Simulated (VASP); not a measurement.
TiIn4:

```xyz
5
Lattice="-3.1997 3.1997 2.9933 3.1997 -3.1997 2.9933 3.1997 3.1997 -2.9933" Properties=species:S:1:pos:R:3 pbc="T T T"
Ti    0.0000    0.0000    2.9933
In    4.6976    0.0000    0.0000
In    1.7019    0.0000    0.0000
In    0.0000    4.6976    0.0000
In    0.0000    1.7019    0.0000
```

The cell was built from a structure type or drawn by symmetry, and may not be a known phase.

- Program: VASP 6.6.1
- Task: relaxation of cell and atoms
- Functional: PBE
- Potentials or basis: VASP PAW PBE potentials, release 64 (Ti_sv, In_d)
- Cutoff: 600 eV
- k mesh: 4 × 4 × 4
- Occupations: gaussian, width 0.1 eV
- Spin: no spin polarisation

At the start: pressure 12.6 GPa; volume 24.52 Å³/atom.

Question: How do energy, volume and symmetry change on relaxing?

Answer: Over 23 steps the energy falls by 1006.5 meV/atom and the volume is 25.53 Å³/atom (+4.1 %); space group I4/mmm (No. 139, to 0.1 Å) before and after.

Step by step:
```
step  energy change (eV)  largest force (eV/Å)  pressure (GPa)  volume (Å³)
   1              0.0000                6.5376           12.59       122.58
   2             -1.8971                1.5371           -5.24       158.67
   3             -2.7372                0.1166           -3.77       140.95
   4             -2.7415                0.2029           -3.62       140.39
   5             -2.7434                0.3370           -3.38       139.54
   6             -2.9931                0.0698           -1.28       129.97
   7             -3.0739                0.4129            0.95       123.38
   8             -3.2804                0.3872            1.78       120.54
   9             -3.5983                0.8403            7.85       109.61
  10             -3.7146                0.7701            7.16       110.55
  11             -3.9412                0.5516            5.88       113.04
  12             -4.2858                0.2935            4.08       116.32
  13             -4.5755                0.2235            7.33       114.88
  14             -4.5124                0.2986            3.54       117.13
  15             -4.8152                0.1326            4.93       116.55
  16             -4.8133                0.0597            6.22       115.85
  17             -5.0101                0.0888            1.57       123.64
  18             -5.0233                0.1262            0.24       126.38
  19             -5.0233                0.1290            0.15       126.59
  20             -5.0278                0.1053            0.06       126.98
  21             -5.0311                0.0616           -0.04       127.73
  22             -5.0318                0.0421           -0.05       127.70
  23             -5.0325                0.0021            0.01       127.65
```

Final structure:
```
Ti In
1.0
    -4.63081    4.63081    1.48814
     4.63081   -4.63081    1.48814
     4.63081    4.63081   -1.48814
Ti In
1 4
Direct
  0.50000 0.50000 0.00000
  0.00000 0.72487 0.72487
  0.00000 0.27513 0.27513
  0.72487 0.00000 0.72487
  0.27513 0.00000 0.27513
```

Caveat: a cell axis changed by over 15 % at a fixed basis, so the end point is rough.
